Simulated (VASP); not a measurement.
# Ag (P6_3/mmc) in VASP: a series of runs

Ag is run at these levels: PBE; tasks: single point.

Everything below comes from runs of VASP 6.6.1. Logs are shortened: lines on timing, memory, paths and dates and some standing lists are left out, and cuts for length are marked.

## (1) The cell of the first run

It takes space group P6_3/mmc (No. 194, hexagonal). Conventional cell: a = 2.922 Å, b = 2.922 Å, c = 4.702 Å, α = 90.00°, β = 90.00°, γ = 120.00°. Ag (site symmetry -6m2) has 12 Ag at 2.89 to 2.92 Å within 3.8 Å.

## (2) Single point, PBE

File INCAR:

```
SYSTEM = Ag
  PREC = Accurate
  ENCUT = 520
  EDIFF = 1E-7
  ISMEAR = 0
  SIGMA = 0.1
  LREAL = .FALSE.
  LASPH = .TRUE.
  NELM = 100
  ALGO = Normal
  ISIF = 2
  LWAVE = .FALSE.
  LCHARG = .FALSE.
  GGA = PE
  NBANDS = 18
```

File KPOINTS:

```
Automatic mesh
0
G
  6 6 4
  0 0 0
```

File POSCAR:

```
Ag
1.0
    2.9222991408      0.0000000000      0.0000000000
   -1.4611495704      2.5307852934      0.0000000000
    0.0000000000      0.0000000000      4.7016618100
Ag
2
Direct
    0.3333333300      0.6666666700      0.2500000000
    0.6666666700      0.3333333300      0.7500000000
```

Potentials or basis: VASP PAW PBE potentials, release 64 (Ag).

Command:

```console
$ cat potpaw_PBE.64/Ag/POTCAR > POTCAR
$ mpirun -np 1 vasp_std > vasp.out
```

OUTCAR:

```text
SYSTEM = Ag
   PREC = Accurate
   ENCUT = 520
   EDIFF = 1E-7
   ISMEAR = 0
   LREAL = .FALSE.
   LASPH = .TRUE.
   NELM = 100
   ISIF = 2
   GGA = PE

 ion  position               nearest neighbor table
   1  0.333  0.667  0.250-   2 2.89   2 2.89   2 2.89   2 2.89   2 2.89   2 2.89
   2  0.667  0.333  0.750-   1 2.89   1 2.89   1 2.89   1 2.89   1 2.89   1 2.89

  LATTYP: Found a hexagonal cell.
 ALAT       =     2.9222991408
 C/A-ratio  =     1.6088913501

  Lattice vectors:

 A1 = (   2.9222991408,   0.0000000000,   0.0000000000)
 A2 = (  -1.4611495704,   2.5307852934,   0.0000000000)
 A3 = (   0.0000000000,   0.0000000000,   4.7016618100)

Analysis of symmetry for initial positions (statically):
=====================================================================
 Subroutine PRICEL returns:
 Original cell was already a primitive cell.

 Routine SETGRP: Setting up the symmetry group for a
 hexagonal supercell.

 Subroutine GETGRP returns: Found 24 space group operations
 (whereof 12 operations were pure point group operations)
 out of a pool of 24 trial point group operations.

The static configuration has the point symmetry D_3d.
 The point group associated with its full space group is D_6h.

Analysis of symmetry for dynamics (positions and initial velocities):
=====================================================================
 Subroutine PRICEL returns:
 Original cell was already a primitive cell.

 Routine SETGRP: Setting up the symmetry group for a
 hexagonal supercell.

 Subroutine GETGRP returns: Found 24 space group operations
 (whereof 12 operations were pure point group operations)
 out of a pool of 24 trial point group operations.

The dynamic configuration has the point symmetry D_3d.
 The point group associated with its full space group is D_6h.

 Subroutine INISYM returns: Found 24 space group operations
 (whereof 12 operations are pure point group operations),
 and found     1 'primitive' translations

----------------------------------------------------------------------------------------

                                     Primitive cell

  volume of cell :      34.7721

  direct lattice vectors                    reciprocal lattice vectors
     2.922299141  0.000000000  0.000000000     0.342196316  0.197567135  0.000000000
    -1.461149570  2.530785293  0.000000000     0.000000000  0.395134270  0.000000000
     0.000000000  0.000000000  4.701661810     0.000000000  0.000000000  0.212690755

  length of vectors
     2.922299141  2.922299141  4.701661810     0.395134270  0.395134270  0.212690755

  position of ions in fractional coordinates (direct lattice)
     0.333333330  0.666666670  0.250000000
     0.666666670  0.333333330  0.750000000

  ion indices of the primitive-cell ions
   primitive index   ion index
                 1           1
                 2           2

----------------------------------------------------------------------------------------

 KPOINTS: Automatic mesh

Automatic generation of k-mesh.
 Grid dimensions read from file:
 generate k-points for:    6    6    4

 Generating k-lattice:

  Cartesian coordinates                     Fractional coordinates (reciprocal lattice)
     0.057032719  0.032927856  0.000000000     0.166666667  0.000000000  0.000000000
     0.000000000  0.065855712  0.000000000     0.000000000  0.166666667  0.000000000
     0.000000000  0.000000000  0.053172689     0.000000000  0.000000000  0.250000000

  Length of vectors
     0.065855712  0.065855712  0.053172689

  Shift w.r.t. Gamma in fractional coordinates (k-lattice)
     0.000000000  0.000000000  0.000000000

 Subroutine IBZKPT returns following result:
 ===========================================

 Found     21 irreducible k-points:

 Following reciprocal coordinates:
            Coordinates               Weight
  0.000000  0.000000  0.000000      1.000000
  0.166667  0.000000  0.000000      6.000000
  0.333333  0.000000  0.000000      6.000000
  0.500000  0.000000  0.000000      3.000000
  0.166667  0.166667  0.000000      6.000000
  0.333333  0.166667  0.000000     12.000000
[... 13 lines left out ...]
  0.333333  0.166667  0.500000     12.000000
  0.333333  0.333333  0.500000      2.000000
   k-points           NKPTS =     21   k-points in BZ     NKDIM =     21   number of bands    NBANDS=     18
   number of dos      NEDOS =    301   number of ions     NIONS =      2
   total plane-waves  NPLWV =  20736
   dimension x,y,z NGX =    24 NGY =   24 NGZ =   36
   dimension x,y,z NGXF=    48 NGYF=   48 NGZF=   72
   ions per type =               2
   NGX,Y,Z   is equivalent  to a cutoff of  13.65, 13.65, 12.73 a.u.
   NGXF,Y,Z  is equivalent  to a cutoff of  27.31, 27.31, 25.46 a.u.
 SYSTEM =  Ag
   PREC   = accura    normal or accurate (medium, high low for compatibility)
   ISTART =      0    job   : 0-new  1-cont  2-samecut
   ICHARG =      2    charge: 1-file 2-atom 10-const
   ISPIN  =      1    spin polarized calculation?
   LNONCOLLINEAR =      F non collinear calculations
   LSORBIT =      F    spin-orbit coupling
   LASPH  =      T    aspherical Exc in radial PAW
   ENCUT  =  520.0 eV  38.22 Ry    6.18 a.u.   5.43  5.43  8.74*2*pi/ulx,y,z
   NELM   =    100;   NELMIN=  2; NELMDL= -5     # of ELM steps
   EDIFF  = 0.1E-06   stopping-criterion for ELM
   LREAL  =      F    real-space projection
   EDIFFG = 0.1E-05   stopping-criterion for IOM
   NSW    =      0    number of steps for IOM
   IBRION =     -1    ionic relax: 0-MD 1-quasi-New 2-CG
   NFREE  =      0    steps in history (QN), initial steepest desc. (CG)
   ISIF   =      2    stress and relaxation
   ISYM   =      2    0-nonsym 1-usesym 2-fastsym
   POTIM  = 0.5000    time-step for ionic-motion
   TEBEG  =    0.0;   TEEND  =   0.0 temperature during run
   PSTRESS=    0.0 pullay stress
   NELECT =      22.0000    total number of electrons
   NUPDOWN=      -1.0000    fix difference up-down
   EMIN   =  10.00;   EMAX   =-10.00  energy-range for DOS
   EFERMI =   0.00;   METHOD = LEGACY
   ISMEAR =     0;   SIGMA  =   0.10  broadening in eV -4-tet -1-fermi 0-gaus
   EFERMI_NEDOS =   21; number of points for ismear=-14 and -15
   IALGO  =     38    algorithm
   IMIX   =      4    mixing-type and parameters
     AMIX     =   0.40;   BMIX     =  1.00
     AMIX_MAG =   1.60;   BMIX_MAG =  1.00
  volume/ion in A,a.u.               =      17.39       117.33
  Fermi-wavevector in a.u.,A,eV,Ry     =   1.405417  2.655853 26.874194  1.975198
  Thomas-Fermi vector in A             =   2.527880
   LORBIT       =      0    0 simple, 1 ext, 2 COOP (PROOUT), +10 PAW based schemes
   GGA     = PE    functional components
   LHFCALC =     F    Hartree Fock is set to
   AEXX    =    0.0000 exact exchange contribution
   IVDW    =     0    specifies the selected vdW correction
   LEPSILON=     F    determine dielectric tensor
   LRPA    =     F    only Hartree local field effects (RPA)
 non-spin polarized calculation
 Gauss-broadening in eV      SIGMA  =   0.10
  energy-cutoff  :      520.00
  volume of cell :       34.77
 maximum number of plane-waves:       966
 NGX is ok and might be reduce to    24
   NGX = 11   NGY = 11   NGZ = 17

 number of electron      22.0000012 magnetization

 Free energy of the ion-electron system (eV)
  ---------------------------------------------------
  ext. energy  EPLUGINS =         0.00000000
  ---------------------------------------------------
  free energy    TOTEN  =        -5.38289401 eV

  energy without entropy =       -5.37924097  energy(sigma->0) =       -5.38106749

 E-fermi :   8.0074     XC(G=0): -12.0891

 val. band max:        7.9270281244   @ k =   0.0000   0.0000   0.0000
 cond. band min:       8.2346150062   @ k =   0.5000   0.0000   0.0000
 fundamental gap:      0.3075868818
 Fermi energy:         8.0073891348

 k-point     1 :       0.0000    0.0000    0.0000
  band No.  band energies     occupation
      1       0.5381      2.00000
      2       1.9041      2.00000
      3       3.4942      2.00000
      4       3.5351      2.00000
      5       3.5351      2.00000
      6       3.7789      2.00000
[... 10 lines left out ...]
     17      25.9748      0.00000
     18      25.9748      0.00000

 k-point     2 :       0.1667    0.0000    0.0000
  band No.  band energies     occupation
      1       1.2426      2.00000
      2       2.2441      2.00000
      3       3.1874      2.00000
      4       3.6238      2.00000
      5       3.6420      2.00000
      6       3.8448      2.00000
[... 10 lines left out ...]
     17      25.6525      0.00000
     18      26.2923      0.00000

 k-point     3 :       0.3333    0.0000    0.0000
  band No.  band energies     occupation
      1       2.1538      2.00000
      2       2.3093      2.00000
      3       2.6798      2.00000
      4       3.5209      2.00000
      5       3.7095      2.00000
      6       3.7881      2.00000
[... 10 lines left out ...]
     17      21.4829      0.00000
     18      24.7738      0.00000

 k-point     4 :       0.5000    0.0000    0.0000
  band No.  band energies     occupation
      1       1.9717      2.00000
      2       2.3004      2.00000
      3       2.3086      2.00000
      4       3.3801      2.00000
      5       3.7897      2.00000
      6       3.9761      2.00000
[... 312 lines left out ...]
      4       3.2631      2.00000
      5       3.3475      2.00000
      6       3.3475      2.00000
[... 10 lines left out ...]
     17      21.1035      0.00000
     18      21.1035      0.00000

 k-point    20 :       0.3333    0.1667    0.5000
  band No.  band energies     occupation
      1       2.3318      2.00000
      2       2.3318      2.00000
      3       2.9414      2.00000
      4       2.9414      2.00000
      5       3.8801      2.00000
      6       3.8801      2.00000
[... 10 lines left out ...]
     17      22.7572      0.00000
     18      22.7572      0.00000

 k-point    21 :       0.3333    0.3333    0.5000
  band No.  band energies     occupation
      1       2.6450      2.00000
      2       2.6450      2.00000
      3       3.0647      2.00000
      4       3.0647      2.00000
      5       3.6175      2.00000
      6       3.6175      2.00000
[... 10 lines left out ...]
     17      24.7992      0.00000
     18      24.7992      0.00000

------------------------ aborting loop because EDIFF is reached ----------------------------------------

  FORCE on cell =-STRESS in cart. coord.  units (eV):
  Direction    XX          YY          ZZ          XY          YZ          ZX
  --------------------------------------------------------------------------------------
  -------------------------------------------------------------------------------------
  Total        0.7923442      0.7923442      0.5975453      0.0000000     -0.0000000      0.0000000
  in kB       36.5084268     36.5084268     27.5327810      0.0000000     -0.0000000      0.0000000
  external PRESSURE =      33.5165449 kB  Pullay stress =       0.0000000 kB

 VOLUME and BASIS-vectors are now :
 -----------------------------------------------------------------------------
  energy-cutoff  :      520.00
  volume of cell :       34.77
      direct lattice vectors                 reciprocal lattice vectors
     2.922299141  0.000000000  0.000000000     0.342196316  0.197567135  0.000000000
    -1.461149570  2.530785293  0.000000000     0.000000000  0.395134270  0.000000000
     0.000000000  0.000000000  4.701661810     0.000000000  0.000000000  0.212690755

 POSITION                                       TOTAL-FORCE (eV/Angst)
 -----------------------------------------------------------------------------------
     -0.00000      1.68719      1.17542        -0.000000      0.000000      0.000000
      1.46115      0.84360      3.52625         0.000000     -0.000000      0.000000
 -----------------------------------------------------------------------------------
    total drift:                               -0.000002      0.000001     -0.000000

  FREE ENERGIE OF THE ION-ELECTRON SYSTEM (eV)
  ---------------------------------------------------
  free  energy   TOTEN  =        -5.3828940061 eV

  energy  without entropy=       -5.3792409693  energy(sigma->0) =       -5.38106749
```

It took 7.6 s on 1 thread of AMD EPYC 9R45 (Zen 5), shared host; peak memory 0.12 GiB.

What came out:

```yaml
Free_energy: -5.3829 eV
Pressure: 3.4 GPa
Band_gap_on_the_k_mesh: zero (band 11 reaches 12.14 eV, above the bottom of band 12 at 4.78 eV)
```

Levels at points of the mesh, in eV from the Fermi level:
```csv
k point,band 7,band 8,band 9,band 10,band 11,band 12,band 13,band 14,band 15,band 16
"(0.00, 0.00, 0.00)",-4.23,-3.96,-3.96,-2.93,-2.93,-0.08,3.85,15.64,17.90,17.94
"(0.50, 0.00, 0.00)",-3.63,-2.83,-2.72,-2.69,0.23,1.60,7.06,7.30,9.49,10.52
"(0.00, 0.00, 0.50)",-4.28,-4.28,-3.23,-3.23,-3.23,-3.23,11.49,11.49,16.00,16.00
"(0.50, 0.00, 0.50)",-2.97,-2.97,-2.74,-2.74,0.93,0.93,4.61,4.61,13.52,13.52
```

Caveat: the k points lie up to 0.41 Å⁻¹ apart.

## (3) Single point, PBE (biaxial strain in the a-b plane: -3.0 %)

Changes to INCAR since step 2:

```diff
@@ -8,4 +8,4 @@
   LASPH = .TRUE.
-  NELM = 100
-  ALGO = Normal
+  NELM = 80
+  ALGO = Fast
   ISIF = 2
```

File KPOINTS:

```
Automatic mesh
0
G
  24 24 12
  0 0 0
```

File POSCAR:

```
Ag
1.0
    2.8465555346      0.0000000000      0.0000000000
   -1.4232777673      2.4651894063      0.0000000000
    0.0000000000      0.0000000000      4.8842703792
Ag
2
Direct
    0.3333333333      0.6666666667      0.2500000000
    0.6666666667      0.3333333333      0.7500000000
```

Potentials or basis: VASP PAW PBE potentials, release 64 (Ag).

Command:

```console
$ cat potpaw_PBE.64/Ag/POTCAR > POTCAR
$ mpirun -np 1 vasp_std > vasp.out
```

It took 2.1 min on 1 thread of Intel Xeon 6975P-C (Granite Rapids), shared host; peak memory 0.32 GiB.

It converged, with:

```
Free energy            : -5.3960 eV
Pressure               : 4.5 GPa
Band gap on the k mesh : zero (band 11 reaches 12.68 eV, above the bottom of band 12 at 4.95 eV)
```

Stress tensor (GPa, compression positive):
```
6.17 0.00 0.00
0.00 6.17 0.00
0.00 0.00 1.10
```

Levels at points of the mesh, in eV from the Fermi level:
```
           k point  band 9  band 10  band 11  band 12  band 13  band 14
(0.00, 0.00, 0.00)   -4.00    -3.17    -3.17    -0.78     2.87    15.97
(0.50, 0.00, 0.00)   -2.91    -2.81     0.20     1.70     6.57     6.87
(0.00, 0.00, 0.50)   -3.46    -3.46    -3.46    -3.46    10.01    10.01
(0.50, 0.00, 0.50)   -2.85    -2.85     0.78     0.78     4.65     4.65
```

Caveat: the cell differs from its parent crystal (biaxial strain in the a-b plane: -3.0 %).

(Continued in part 2 of 2.)
